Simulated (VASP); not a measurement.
# Cu (I4/mmm) in VASP: further runs

The runs below take Cu through single point, with LDA.

Program: VASP 6.6.1. These are calculated values, not measurements. Logs are shortened: lines on timing, memory, paths and dates and some standing lists are left out, and cuts for length are marked.

## 1. The cell of the first run

The structure is tetragonal, space group I4/mmm (No. 139). The conventional cell has a = 2.998 Å, b = 2.998 Å, c = 2.783 Å, α = 90.00°, β = 90.00°, γ = 90.00°. Cu (site symmetry 4/mmm) has 14 Cu at 2.54 to 3.00 Å within 3.3 Å.

## 2. Single point, LDA

File INCAR:

```
SYSTEM = Cu
ALGO = Normal ; EDIFF = 1E-6
ENCUT = 520 ; GGA = CA
ISIF = 2 ; ISMEAR = 0
LASPH = .TRUE. ; LCHARG = .TRUE.
LELF = .TRUE. ; LREAL = .FALSE.
LVHAR = .TRUE. ; LWAVE = .FALSE.
NBANDS = 12 ; NELM = 60
PREC = Accurate ; SIGMA = 0.15
```

File KPOINTS:

```
k-points
0
G
  22 22 22
  0 0 0
```

File POSCAR:

```
Cu
1.0
   -1.4987500000      1.4987500000      1.3913500000
    1.4987500000     -1.4987500000      1.3913500000
    1.4987500000      1.4987500000     -1.3913500000
Cu
1
Direct
    0.0000000000      0.0000000000      0.0000000000
```

Potentials or basis: VASP PAW LDA potentials, release 64 (Cu).

Launch:

```console
$ cat potpaw_LDA.64/Cu/POTCAR > POTCAR
$ mpirun -np 1 vasp_std > vasp.out
```

OUTCAR:

```text
SYSTEM = Cu
   EDIFF = 1E-6
   ENCUT = 520
   GGA = CA
   ISIF = 2
   ISMEAR = 0
   LASPH = .TRUE.
   LREAL = .FALSE.
   NELM = 60
   PREC = Accurate

 ion  position               nearest neighbor table
   1  0.000  0.000  0.000-

  LATTYP: Found a body centered tetragonal cell.
 ALAT       =     2.9975000000
 C/A-ratio  =     0.9283402836

  Lattice vectors:

 A1 = (  -1.4987500000,   1.4987500000,   1.3913500000)
 A2 = (   1.4987500000,  -1.4987500000,   1.3913500000)
 A3 = (   1.4987500000,   1.4987500000,  -1.3913500000)

Analysis of symmetry for initial positions (statically):
=====================================================================
 Subroutine PRICEL returns:
 Original cell was already a primitive cell.

 Routine SETGRP: Setting up the symmetry group for a
 body centered tetragonal supercell.

 Subroutine GETGRP returns: Found 16 space group operations
 (whereof 16 operations were pure point group operations)
 out of a pool of 16 trial point group operations.

The static configuration has the point symmetry D_4h.

Analysis of symmetry for dynamics (positions and initial velocities):
=====================================================================
 Subroutine PRICEL returns:
 Original cell was already a primitive cell.

 Routine SETGRP: Setting up the symmetry group for a
 body centered tetragonal supercell.

 Subroutine GETGRP returns: Found 16 space group operations
 (whereof 16 operations were pure point group operations)
 out of a pool of 16 trial point group operations.

The dynamic configuration has the point symmetry D_4h.

 Subroutine INISYM returns: Found 16 space group operations
 (whereof 16 operations are pure point group operations),
 and found     1 'primitive' translations

----------------------------------------------------------------------------------------

                                     Primitive cell

  volume of cell :      12.5013

  direct lattice vectors                    reciprocal lattice vectors
    -1.498750000  1.498750000  1.391350000     0.000000000  0.333611343  0.359363208
     1.498750000 -1.498750000  1.391350000     0.333611343  0.000000000  0.359363208
     1.498750000  1.498750000 -1.391350000     0.333611343  0.333611343  0.000000000

  length of vectors
     2.535420665  2.535420665  2.535420665     0.490345229  0.490345229  0.471797686

  position of ions in fractional coordinates (direct lattice)
     0.000000000  0.000000000  0.000000000

  ion indices of the primitive-cell ions
   primitive index   ion index
                 1           1

----------------------------------------------------------------------------------------

 KPOINTS: k-points

Automatic generation of k-mesh.
 Grid dimensions read from file:
 generate k-points for:   22   22   22

 Generating k-lattice:

  Cartesian coordinates                     Fractional coordinates (reciprocal lattice)
     0.000000000  0.015164152  0.016334691     0.045454545  0.000000000  0.000000000
     0.015164152  0.000000000  0.016334691     0.000000000  0.045454545  0.000000000
     0.015164152  0.015164152  0.000000000     0.000000000  0.000000000  0.045454545

  Length of vectors
     0.022288419  0.022288419  0.021445349

  Shift w.r.t. Gamma in fractional coordinates (k-lattice)
     0.000000000  0.000000000  0.000000000

 Subroutine IBZKPT returns following result:
 ===========================================

 Found    834 irreducible k-points:

 Following reciprocal coordinates:
            Coordinates               Weight
  0.000000  0.000000  0.000000      1.000000
  0.045455  0.000000  0.000000      8.000000
  0.090909  0.000000  0.000000      8.000000
  0.136364 -0.000000  0.000000      8.000000
  0.181818  0.000000  0.000000      8.000000
  0.227273  0.000000 -0.000000      8.000000
[... 16 lines left out ...]
  0.500000  0.045455  0.000000     16.000000
 -0.454545  0.045455  0.000000     16.000000
 [... further k-points ...]
   k-points           NKPTS =    834   k-points in BZ     NKDIM =    834   number of bands    NBANDS=     12
   number of dos      NEDOS =    301   number of ions     NIONS =      1
   total plane-waves  NPLWV =   8000
   dimension x,y,z NGX =    20 NGY =   20 NGZ =   20
   dimension x,y,z NGXF=    40 NGYF=   40 NGZF=   40
   ions per type =               1
   NGX,Y,Z   is equivalent  to a cutoff of  13.11, 13.11, 13.11 a.u.
   NGXF,Y,Z  is equivalent  to a cutoff of  26.23, 26.23, 26.23 a.u.
 SYSTEM =  Cu
   PREC   = accura    normal or accurate (medium, high low for compatibility)
   ISTART =      0    job   : 0-new  1-cont  2-samecut
   ICHARG =      2    charge: 1-file 2-atom 10-const
   ISPIN  =      1    spin polarized calculation?
   LNONCOLLINEAR =      F non collinear calculations
   LSORBIT =      F    spin-orbit coupling
   LASPH  =      T    aspherical Exc in radial PAW
   ENCUT  =  520.0 eV  38.22 Ry    6.18 a.u.   4.71  4.71  4.71*2*pi/ulx,y,z
   NELM   =     60;   NELMIN=  2; NELMDL= -5     # of ELM steps
   EDIFF  = 0.1E-05   stopping-criterion for ELM
   LREAL  =      F    real-space projection
   EDIFFG = 0.1E-04   stopping-criterion for IOM
   NSW    =      0    number of steps for IOM
   IBRION =     -1    ionic relax: 0-MD 1-quasi-New 2-CG
   NFREE  =      0    steps in history (QN), initial steepest desc. (CG)
   ISIF   =      2    stress and relaxation
   ISYM   =      2    0-nonsym 1-usesym 2-fastsym
   POTIM  = 0.5000    time-step for ionic-motion
   TEBEG  =    0.0;   TEEND  =   0.0 temperature during run
   PSTRESS=    0.0 pullay stress
   NELECT =      11.0000    total number of electrons
   NUPDOWN=      -1.0000    fix difference up-down
   EMIN   =  10.00;   EMAX   =-10.00  energy-range for DOS
   EFERMI =   0.00;   METHOD = LEGACY
   ISMEAR =     0;   SIGMA  =   0.15  broadening in eV -4-tet -1-fermi 0-gaus
   EFERMI_NEDOS =   21; number of points for ismear=-14 and -15
   IALGO  =     38    algorithm
   IMIX   =      4    mixing-type and parameters
     AMIX     =   0.40;   BMIX     =  1.00
     AMIX_MAG =   1.60;   BMIX_MAG =  1.00
  volume/ion in A,a.u.               =      12.50        84.36
  Fermi-wavevector in a.u.,A,eV,Ry     =   1.568751  2.964510 33.483680  2.460981
  Thomas-Fermi vector in A             =   2.670736
   LORBIT       =      0    0 simple, 1 ext, 2 COOP (PROOUT), +10 PAW based schemes
   GGA     = CA    functional components
   LHFCALC =     F    Hartree Fock is set to
   AEXX    =    0.0000 exact exchange contribution
   IVDW    =     0    specifies the selected vdW correction
   LEPSILON=     F    determine dielectric tensor
   LRPA    =     F    only Hartree local field effects (RPA)
 non-spin polarized calculation
 Gauss-broadening in eV      SIGMA  =   0.15
  energy-cutoff  :      520.00
  volume of cell :       12.50
 maximum number of plane-waves:       353
   NGX =  9   NGY =  9   NGZ =  9

 number of electron      10.9999998 magnetization

 Free energy of the ion-electron system (eV)
  ---------------------------------------------------
  ext. energy  EPLUGINS =         0.00000000
  ---------------------------------------------------
  free energy    TOTEN  =        -4.57840262 eV

  energy without entropy =       -4.57379190  energy(sigma->0) =       -4.57609726

 E-fermi :   6.6408     XC(G=0): -12.7741

 val. band max:        6.6238549794   @ k =   0.3182   0.0909   0.0909
 cond. band min:       6.6413770408   @ k =   0.5000   0.2727   0.0455
 fundamental gap:      0.0175220613
 Fermi energy:         6.6407809964

 k-point     1 :       0.0000    0.0000    0.0000
  band No.  band energies     occupation
      1      -2.2728      2.00000
      2       3.4991      2.00000
      3       3.7776      2.00000
      4       3.7776      2.00000
      5       4.4483      2.00000
      6       4.7427      2.00000
      7      30.2608      0.00000
      8      30.2608      0.00000
      9      32.4095      0.00000
     10      33.5744      0.00000
     11      33.5744      0.00000
     12      33.9753      0.00000

 k-point     2 :       0.0455    0.0000    0.0000
  band No.  band energies     occupation
      1      -2.1940      2.00000
      2       3.5074      2.00000
      3       3.7752      2.00000
      4       3.7828      2.00000
      5       4.4506      2.00000
      6       4.7312      2.00000
      7      29.8770      0.00000
      8      29.9519      0.00000
      9      31.4277      0.00000
     10      32.6338      0.00000
     11      32.9296      0.00000
     12      33.5071      0.00000

 k-point     3 :       0.0909    0.0000    0.0000
  band No.  band energies     occupation
      1      -1.9594      2.00000
      2       3.5125      2.00000
      3       3.7657      2.00000
      4       3.8183      2.00000
      5       4.4584      2.00000
      6       4.7011      2.00000
      7      28.5618      0.00000
      8      29.2441      0.00000
      9      29.5819      0.00000
     10      31.3725      0.00000
     11      32.1806      0.00000
     12      33.4233      0.00000
[... 286 lines left out ...]
 k-point    23 :       0.5000    0.0455    0.0000
  band No.  band energies     occupation
      1       1.9469      2.00000
      2       2.9324      2.00000
      3       4.5696      2.00000
      4       4.7793      2.00000
      5       5.1553      2.00000
      6       6.5061      1.79596
      7      11.1668      0.00000
      8      22.0528      0.00000
      9      22.9659      0.00000
     10      27.3601      0.00000
     11      29.9305      0.00000
     12      38.9067      0.00000

 k-point    24 :      -0.4545    0.0455    0.0000
  band No.  band energies     occupation
      1       1.8855      2.00000
      2       2.9609      2.00000
      3       4.5823      2.00000
      4       4.6960      2.00000
      5       5.0266      2.00000
      6       5.8305      2.00000
      7      12.3228      0.00000
      8      22.1782      0.00000
      9      23.2059      0.00000
     10      27.4608      0.00000
     11      30.0258      0.00000
     12      39.2601      0.00000

 [... further k-points ...]
[... 5 lines left out ...]
  --------------------------------------------------------------------------------------
  -------------------------------------------------------------------------------------
  Total       -1.3184023     -1.3184023     -1.3398194      0.0000000      0.0000000      0.0000000
  in kB     -168.9677198   -168.9677198   -171.7125643      0.0000000      0.0000000      0.0000000
  external PRESSURE =    -169.8826679 kB  Pullay stress =       0.0000000 kB

 VOLUME and BASIS-vectors are now :
 -----------------------------------------------------------------------------
  energy-cutoff  :      520.00
  volume of cell :       12.50
      direct lattice vectors                 reciprocal lattice vectors
    -1.498750000  1.498750000  1.391350000     0.000000000  0.333611343  0.359363208
     1.498750000 -1.498750000  1.391350000     0.333611343  0.000000000  0.359363208
     1.498750000  1.498750000 -1.391350000     0.333611343  0.333611343  0.000000000

 POSITION                                       TOTAL-FORCE (eV/Angst)
 -----------------------------------------------------------------------------------
      0.00000      0.00000      0.00000         0.000000     -0.000000      0.000000
 -----------------------------------------------------------------------------------
    total drift:                                0.000000     -0.000000      0.000000

  FREE ENERGIE OF THE ION-ELECTRON SYSTEM (eV)
  ---------------------------------------------------
  free  energy   TOTEN  =        -4.5784026242 eV

  energy  without entropy=       -4.5737919027  energy(sigma->0) =       -4.57609726
```

Wall time 4.2 min (1 thread of Intel Xeon 8259CL, shared host); peak memory 0.22 GiB.

What came out:

- Free energy: -4.5784 eV
- Pressure: -17.0 GPa
- Band gap on the k mesh: zero (an odd number of electrons rules out a gap without spin polarisation)

Levels at points of the mesh, in eV from the Fermi level:
| k point | band 4 | band 5 | band 6 | band 7 | band 8 | band 9 |
| --- | --- | --- | --- | --- | --- | --- |
| (0.00, 0.00, 0.00) | -2.86 | -2.19 | -1.90 | 23.62 | 23.62 | 25.77 |
| (0.50, 0.00, 0.00) | -1.80 | -1.36 | -0.22 | 4.31 | 16.09 | 16.44 |
| (0.50, 0.50, 0.00) | -2.00 | -1.39 | -0.75 | 3.52 | 18.17 | 18.40 |
| (0.50, 0.50, 0.50) | -1.54 | -1.47 | 7.03 | 7.03 | 9.76 | 12.61 |

Caveat: the cell stands under tension.

## 3. Single point, LDA

This run uses another cell than the first one, of 9.87 Å³/atom.

File INCAR:

```
SYSTEM = Cu
PREC = Accurate ; ENCUT = 520
EDIFF = 1E-6 ; ISMEAR = 0
SIGMA = 0.15 ; LREAL = .FALSE.
LASPH = .TRUE. ; NELM = 100
ALGO = Normal ; ISIF = 2
LWAVE = .FALSE. ; LCHARG = .FALSE.
GGA = CA ; NBANDS = 12
```

File KPOINTS:

```
Automatic mesh
0
G
  22 22 22
  0 0 0
```

File POSCAR:

```
Cu
1.0
   -1.3917000000      1.3917000000      1.2740500000
    1.3917000000     -1.3917000000      1.2740500000
    1.3917000000      1.3917000000     -1.2740500000
Cu
1
Direct
    0.0000000000      0.0000000000      0.0000000000
```

Potentials or basis: VASP PAW LDA potentials, release 64 (Cu).

Launch:

```console
$ cat potpaw_LDA.64/Cu/POTCAR > POTCAR
$ mpirun -np 1 vasp_std > vasp.out
```

OUTCAR:

```text
SYSTEM = Cu
   PREC = Accurate
   ENCUT = 520
   EDIFF = 1E-6
   ISMEAR = 0
   LREAL = .FALSE.
   LASPH = .TRUE.
   NELM = 100
   ISIF = 2
   GGA = CA

 ion  position               nearest neighbor table
   1  0.000  0.000  0.000-

  LATTYP: Found a body centered tetragonal cell.
 ALAT       =     2.7834000000
 C/A-ratio  =     0.9154631027

  Lattice vectors:

 A1 = (  -1.3917000000,   1.3917000000,   1.2740500000)
 A2 = (   1.3917000000,  -1.3917000000,   1.2740500000)
 A3 = (   1.3917000000,   1.3917000000,  -1.2740500000)

Analysis of symmetry for initial positions (statically):
=====================================================================
 Subroutine PRICEL returns:
 Original cell was already a primitive cell.

 Routine SETGRP: Setting up the symmetry group for a
 body centered tetragonal supercell.

 Subroutine GETGRP returns: Found 16 space group operations
 (whereof 16 operations were pure point group operations)
 out of a pool of 16 trial point group operations.

The static configuration has the point symmetry D_4h.

Analysis of symmetry for dynamics (positions and initial velocities):
=====================================================================
 Subroutine PRICEL returns:
 Original cell was already a primitive cell.

 Routine SETGRP: Setting up the symmetry group for a
 body centered tetragonal supercell.

 Subroutine GETGRP returns: Found 16 space group operations
 (whereof 16 operations were pure point group operations)
 out of a pool of 16 trial point group operations.

The dynamic configuration has the point symmetry D_4h.

 Subroutine INISYM returns: Found 16 space group operations
 (whereof 16 operations are pure point group operations),
 and found     1 'primitive' translations

----------------------------------------------------------------------------------------

                                     Primitive cell

[... 110 lines left out ...]
  Fermi-wavevector in a.u.,A,eV,Ry     =   1.697305  3.207441 39.196253  2.880843
  Thomas-Fermi vector in A             =   2.778010
   LORBIT       =      0    0 simple, 1 ext, 2 COOP (PROOUT), +10 PAW based schemes
   GGA     = CA    functional components
   LHFCALC =     F    Hartree Fock is set to
   AEXX    =    0.0000 exact exchange contribution
   IVDW    =     0    specifies the selected vdW correction
   LEPSILON=     F    determine dielectric tensor
   LRPA    =     F    only Hartree local field effects (RPA)
 non-spin polarized calculation
 Gauss-broadening in eV      SIGMA  =   0.15
  energy-cutoff  :      520.00
  volume of cell :        9.87
 maximum number of plane-waves:       285
 NGX is ok and might be reduce to    18
   NGX =  9   NGY =  9   NGZ =  9

 number of electron      11.0000013 magnetization

 Free energy of the ion-electron system (eV)
  ---------------------------------------------------
  ext. energy  EPLUGINS =         0.00000000
  ---------------------------------------------------
  free energy    TOTEN  =        -4.58735642 eV

  energy without entropy =       -4.58339451  energy(sigma->0) =       -4.58537547

 E-fermi :   9.8717     XC(G=0): -14.1865

 val. band max:        9.8608834900   @ k =   0.5000   0.2727   0.0909
 cond. band min:       9.8747138792   @ k =   0.3182   0.0909   0.0909
 fundamental gap:      0.0138303891
 Fermi energy:         9.8716701245

 k-point     1 :       0.0000    0.0000    0.0000
  band No.  band energies     occupation
      1      -0.9783      2.00000
      2       5.7413      2.00000
      3       6.2166      2.00000
      4       6.2166      2.00000
      5       7.0640      2.00000
      6       7.5774      2.00000
      7      35.6375      0.00000
      8      35.6375      0.00000
      9      38.3269      0.00000
     10      40.7968      0.00000
     11      40.9083      0.00000
     12      42.1002      0.00000
[... 331 lines left out ...]
 k-point    24 :      -0.4545    0.0455    0.0000
  band No.  band energies     occupation
      1       3.6067      2.00000
      2       4.9774      2.00000
      3       7.3102      2.00000
      4       7.4554      2.00000
      5       7.8993      2.00000
      6       8.7429      2.00000
      7      17.0393      0.00000
      8      27.5853      0.00000
      9      28.8275      0.00000
     10      33.5337      0.00000
     11      37.3421      0.00000
     12      46.5615      0.00000

 [... further k-points ...]
[... 5 lines left out ...]
  --------------------------------------------------------------------------------------
  -------------------------------------------------------------------------------------
  Total        1.5362233      1.5362233      1.6570889      0.0000000      0.0000000      0.0000000
  in kB      249.3602425    249.3602425    268.9791842      0.0000000      0.0000000      0.0000000
  external PRESSURE =     255.8998897 kB  Pullay stress =       0.0000000 kB

 VOLUME and BASIS-vectors are now :
 -----------------------------------------------------------------------------
  energy-cutoff  :      520.00
  volume of cell :        9.87
      direct lattice vectors                 reciprocal lattice vectors
    -1.391700000  1.391700000  1.274050000     0.000000000  0.359272832  0.392449276
     1.391700000 -1.391700000  1.274050000     0.359272832  0.000000000  0.392449276
     1.391700000  1.391700000 -1.274050000     0.359272832  0.359272832  0.000000000

 POSITION                                       TOTAL-FORCE (eV/Angst)
 -----------------------------------------------------------------------------------
      0.00000      0.00000      0.00000        -0.000000      0.000000     -0.000000
 -----------------------------------------------------------------------------------
    total drift:                                0.000000      0.000000      0.000000

  FREE ENERGIE OF THE ION-ELECTRON SYSTEM (eV)
  ---------------------------------------------------
  free  energy   TOTEN  =        -4.5873564247 eV

  energy  without entropy=       -4.5833945115  energy(sigma->0) =       -4.58537547
```

OSZICAR:

```text
N       E                     dE             d eps       ncg     rms          rms(c)
DAV:   1     0.406403926877E+02    0.40640E+02   -0.53538E+03 22916   0.164E+03
DAV:   2    -0.434128089194E+01   -0.44982E+02   -0.41456E+02 20688   0.211E+02
DAV:   3    -0.560801167168E+01   -0.12667E+01   -0.12595E+01 22936   0.397E+01
DAV:   4    -0.561519058281E+01   -0.71789E-02   -0.71780E-02 22576   0.265E+00
DAV:   5    -0.561525316947E+01   -0.62587E-04   -0.62586E-04 23184   0.250E-01    0.798E+00
DAV:   6    -0.486442442011E+01    0.75083E+00   -0.12160E+01 23300   0.721E+01    0.291E+00
DAV:   7    -0.461089421106E+01    0.25353E+00   -0.16064E+00 23564   0.260E+01    0.798E-01
DAV:   8    -0.458793850037E+01    0.22956E-01   -0.14585E-02 27412   0.131E+00    0.158E-01
DAV:   9    -0.458734207534E+01    0.59643E-03   -0.18600E-03 28600   0.730E-01    0.139E-02
DAV:  10    -0.458735570257E+01   -0.13627E-04   -0.17849E-05 21700   0.556E-02    0.328E-03
DAV:  11    -0.458735642468E+01   -0.72211E-06   -0.21351E-07 16084   0.836E-03
   1 F= -.45873564E+01 E0= -.45853755E+01  d E =-.396191E-02
```

Run time: 1.9 min. Hardware: 1 thread of Intel Xeon 8259CL, shared host; peak memory 0.2 GiB.

What came out:

* Free energy: -4.5874 eV
* Pressure: 25.6 GPa
* Band gap on the k mesh: zero (an odd number of electrons rules out a gap without spin polarisation)

Caveat: the cell stands under pressure.
